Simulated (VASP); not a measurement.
Input of a VASP 6.6.1 run:

File INCAR:

```
PREC     = Accurate       # precision mode
ENCUT    = 520            # plane-wave cutoff, eV
EDIFF    = 1E-6           # SCF threshold, eV
ISMEAR   = -1             # smearing method
SIGMA    = 0.1            # smearing width, eV
LREAL    = False          # projectors in reciprocal space
LASPH    = True           # aspherical terms in the spheres
NELM     = 100            # most SCF steps
ALGO     = Normal         # electronic algorithm
ISIF     = 2              # what is computed and relaxed
LWAVE    = False          # write WAVECAR
LCHARG   = False          # write CHGCAR
NBANDS   = 12             # bands
```

KPOINTS

```
Automatic mesh
0
Gamma
  18 18 5
```

POSCAR

```
Be
1.0
    2.2184031960      0.0000000000      0.0000000000
   -1.1092015980      1.9211935236      0.0000000000
    0.0000000000      0.0000000000      7.0751611054
Be
4
Direct
    1.0000000000      0.0000000000      0.0000000000
    1.0000000000      0.0000000000      0.5000000000
    0.3333333333      0.6666666667      0.2500000000
    0.6666666667      0.3333333333      0.7500000000
```

Potentials or basis: VASP PAW LDA potentials, release 64 (Be).

The run is started by

```console
$ cat potpaw_LDA.64/Be/POTCAR > POTCAR
$ mpirun -np 1 vasp_std > vasp.out
```

(1) What does it give for the pressure?

(2) Estimate the band gap on the k mesh.

## Answers

(1) 0.4 GPa.

(2) zero (bands 4 and 5 overlap by 1.41 eV).
